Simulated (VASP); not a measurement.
Sb2S: relaxation of cell and atoms with PBE

The system is Sb2S.

```
CELL_PARAMETERS angstrom
-2.58381 2.58381 3.05122
2.58381 -2.58381 3.05122
2.58381 2.58381 -3.05122
ATOMIC_POSITIONS crystal
Sb 0.25000 0.75000 0.50000
Sb 0.75000 0.25000 0.50000
S 0.00000 0.00000 0.00000
```

| Item | Value |
| --- | --- |
| Program | VASP 6.6.1 |
| Task | relaxation of cell and atoms |
| Functional | PBE |
| Potentials or basis | VASP PAW PBE potentials, release 64 (Sb, S) |
| Cutoff | 600 eV |
| k mesh | 12 × 12 × 12 |
| Occupations | gaussian, width 0.1 eV |
| Spin | no spin polarisation |
| Dipole correction | no |
| Further INCAR settings | ALGO = Normal; EDIFF = 1e-07; IBRION = 2; EDIFFG = -0.01; NSW = 100; ISIF = 3 |

```
Relaxed volume                         : 27.01 Å³/atom
Relaxed cell                           : a = 4.747 Å, b = 4.747 Å, c = 4.747 Å, α = 113.88°, β = 113.88°, γ = 100.97°
Space group after relaxing (to 0.05 Å) : I4/mmm (No. 139)
Energy gained by relaxing              : 0.8 meV/atom
Ionic steps                            : 5
Pressure after relaxing                : 0.0 GPa
Band gap on the k mesh                 : zero (band 8 reaches 8.17 eV, above the bottom of band 9 at 5.09 eV)
```

Step by step:
```
step  energy change (eV)  largest force (eV/Å)  pressure (GPa)  volume (Å³)
   1              0.0000                0.0000           -0.44        81.48
   2             -0.0020                0.0000            0.21        80.61
   3             -0.0021                0.0000            0.14        80.70
   4             -0.0024                0.0000            0.07        80.87
   5             -0.0025                0.0000            0.01        81.02
```

Final structure:
```yaml
crystal:
  lattice:
    - [-2.58953, 2.58953, 3.02045]
    - [2.58953, -2.58953, 3.02045]
    - [2.58953, 2.58953, -3.02045]
  atoms:
    - { symbol: Sb, position: [0.25000, 0.75000, 0.50000] }
    - { symbol: Sb, position: [0.75000, 0.25000, 0.50000] }
    - { symbol: S, position: [0.00000, 0.00000, 0.00000] }
```

Levels at points of the mesh, in eV from the Fermi level:
| k point | band 5 | band 6 | band 7 | band 8 | band 9 | band 10 | band 11 | band 12 |
| --- | --- | --- | --- | --- | --- | --- | --- | --- |
| (0.00, 0.00, 0.00) | -3.83 | -3.43 | -3.05 | -1.43 | -1.43 | 1.54 | 1.54 | 3.89 |
| (0.50, 0.00, 0.00) | -3.94 | -2.03 | -1.46 | -0.77 | 0.98 | 1.00 | 1.57 | 2.80 |
| (0.50, 0.50, 0.00) | -4.72 | -2.85 | -1.11 | -0.11 | 0.80 | 2.22 | 3.45 | 4.26 |
| (0.50, 0.50, 0.50) | -5.70 | -4.04 | -0.87 | 1.66 | 1.66 | 2.24 | 2.24 | 4.57 |

Run time: 9.7 min on 1 thread of Intel(R) Xeon(R) Platinum 8259CL CPU @ 2.50GHz (Skylake/Cascade Lake) (shared host), peak memory 0.39 GiB.

Caveat: spin-orbit coupling is left out, which moves the levels of the heavy elements.
